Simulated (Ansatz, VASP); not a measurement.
## One calculation of CdSe, two programs

```xyz
4
Lattice="4.3461 0.0000 0.0000 -2.1730 3.7638 0.0000 0.0000 0.0000 7.0898" Properties=species:S:1:pos:R:3 pbc="T T T"
Cd    2.1730    1.2546    3.5446
Cd    0.0000    2.5092    7.0895
Se    2.1730    1.2546    6.2100
Se    0.0000    2.5092    2.6651
```

Alike in both runs: task single point; functional LDA; k mesh 6 × 6 × 4; occupations gaussian, width 0.1 eV; no spin polarisation.

|  | VASP | Ansatz |
| --- | --- | --- |
| version | VASP 6.6.1 | Ansatz 0.2.0 |
| potentials or method | VASP PAW LDA potentials, release 64 (Cd, Se), cutoff 520 eV | scalar-relativistic, plane waves, PAW |
| valence electrons in the cell | 36 | 72 |

|  | VASP | Ansatz | Ansatz less VASP |
| --- | --- | --- | --- |
| gap on the k mesh at the Fermi level (eV) | 0.35 | 0.32 | -0.029 |
| least direct gap on the mesh (eV) | 0.35 | 0.32 | -0.029 |
| pressure (GPa) | -2.9 | -3.3 | -0.37 |

Ansatz warns that its potentials were made for another functional, while VASP's fit it. LDA's correlation is that of Perdew and Zunger in VASP and of Perdew and Wang (1992) in Ansatz. VASP's potentials hold 36 valence electrons a cell and Ansatz's 72, so a difference there can come from the potentials and not from the codes.
